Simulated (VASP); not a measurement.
LiGeN: single point with PBE

The system is LiGeN.

```
CELL_PARAMETERS angstrom
3.01537 0.00000 0.00000
-1.50769 2.61139 0.00000
0.00000 0.00000 18.85986
ATOMIC_POSITIONS crystal
Li 0.66667 0.33333 0.37082
Li 0.66667 0.33333 0.87082
Li 0.33333 0.66667 0.12082
Li 0.33333 0.66667 0.62082
Ge 0.00000 0.00000 0.24930
Ge 0.00000 0.00000 0.74930
Ge 0.00000 0.00000 0.49930
Ge 0.00000 0.00000 0.99930
N 0.33333 0.66667 0.30220
N 0.33333 0.66667 0.80220
N 0.66667 0.33333 0.05220
N 0.66667 0.33333 0.55220
```

```json
{
 "Program": "VASP 6.6.1",
 "Task": "single point",
 "Functional": "PBE",
 "Potentials or basis": "VASP PAW PBE potentials, release 64 (Li_sv, Ge_d, N)",
 "Cutoff": "520 eV",
 "k mesh": "6 × 6 × 1",
 "Occupations": "gaussian, width 0.1 eV",
 "Spin": "no spin polarisation",
 "Dipole correction": "no",
 "Further INCAR settings": "ALGO = Normal; EDIFF = 1e-07; NBANDS = 56"
}
```

| Property | Result |
| --- | --- |
| Largest force | 0.014 eV/Å |
| Band gap on the k mesh | 1.47 eV |

Forces on the atoms (eV/Å):
```
Li   0.000  0.000  0.001
Li   0.000  0.000  0.001
Li   0.000  0.000  0.001
Li   0.000  0.000  0.001
Ge   0.000  0.000 -0.014
Ge   0.000  0.000 -0.014
Ge   0.000  0.000 -0.014
Ge   0.000  0.000 -0.014
N    0.000  0.000  0.013
N    0.000  0.000  0.013
N    0.000  0.000  0.013
N    0.000  0.000  0.013
```

Levels at points of the mesh, in eV from the valence-band top:
```csv
k point,band 42,band 43,band 44,band 45,band 46,band 47
"(0.00, 0.00, 0.00)",-1.10,-1.10,-0.26,2.55,3.17,3.17
"(0.50, 0.00, 0.00)",-1.12,-1.12,-0.97,1.47,1.90,1.90
```

Wall time 60 s on 1 thread of Intel(R) Xeon(R) 6975P-C (Granite Rapids), on a shared host, peak memory 0.28 GiB.

 A k mesh can miss the band edges.
